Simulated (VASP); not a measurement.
# Ge4MoW: single point with PBE

The system is Ge4MoW.

```xyz
6
Lattice="3.1983 0.0000 0.0000 0.0000 3.1983 0.0000 0.0000 0.0000 7.9531" Properties=species:S:1:pos:R:3 pbc="T T T"
Ge    0.0000    0.0000    5.2908
Ge    1.5991    1.5991    1.2990
Ge    0.0000    0.0000    2.6623
Ge    1.5991    1.5991    6.6541
Mo    0.0000    0.0000    0.0000
W     1.5991    1.5991    3.9765
```

```yaml
Program: VASP 6.6.1
Task: single point
Functional: PBE
Potentials_or_basis: VASP PAW PBE potentials, release 64 (Ge_d, Mo_sv, W_sv)
Cutoff: 520 eV
k_mesh: 12 × 12 × 6
Occupations: gaussian, width 0.1 eV
Spin: no spin polarisation
Dipole_correction: no
Further_INCAR_settings: ALGO = Normal; EDIFF = 1e-07; NBANDS = 51
```

| Quantity | Value |
| --- | --- |
| Pressure | 29.4 GPa |
| Largest force | 0.005 eV/Å |
| Band gap on the k mesh | zero (bands 42 and 43 overlap by 1.17 eV) |

Forces on the atoms (eV/Å):
```
Ge   0.000  0.000  0.005
Ge   0.000  0.000  0.003
Ge   0.000  0.000 -0.005
Ge   0.000  0.000 -0.003
Mo   0.000  0.000  0.000
W    0.000  0.000  0.000
```

Stress tensor (GPa, compression positive):
```
29.33  0.00  0.00
 0.00 29.33  0.00
 0.00  0.00 29.45
```

Levels at points of the mesh, in eV from the Fermi level:
| k point | band 39 | band 40 | band 41 | band 42 | band 43 | band 44 | band 45 | band 46 |
| --- | --- | --- | --- | --- | --- | --- | --- | --- |
| (0.00, 0.00, 0.00) | -0.66 | -0.66 | -0.60 | -0.60 | 0.44 | 0.91 | 3.01 | 3.67 |
| (0.50, 0.00, 0.00) | -2.57 | -2.57 | -0.47 | -0.22 | 1.87 | 2.50 | 2.91 | 3.25 |
| (0.50, 0.50, 0.00) | -3.26 | -3.26 | -1.26 | -1.26 | 2.14 | 2.49 | 2.94 | 2.96 |
| (0.00, 0.00, 0.50) | -2.24 | -2.24 | 0.44 | 0.91 | 0.93 | 1.13 | 1.67 | 1.67 |
| (0.50, 0.00, 0.50) | -2.62 | -2.62 | -0.27 | -0.01 | 2.09 | 2.68 | 3.37 | 3.53 |
| (0.50, 0.50, 0.50) | -2.31 | -2.31 | -2.14 | -2.14 | -0.26 | -0.26 | 2.14 | 2.96 |

It took 11 min on 1 thread of Intel Xeon 8259CL, on a shared host, peak memory 0.48 GiB.

Caveat: the cell stands under pressure; spin-orbit coupling is left out, which moves the levels of the heavy elements.
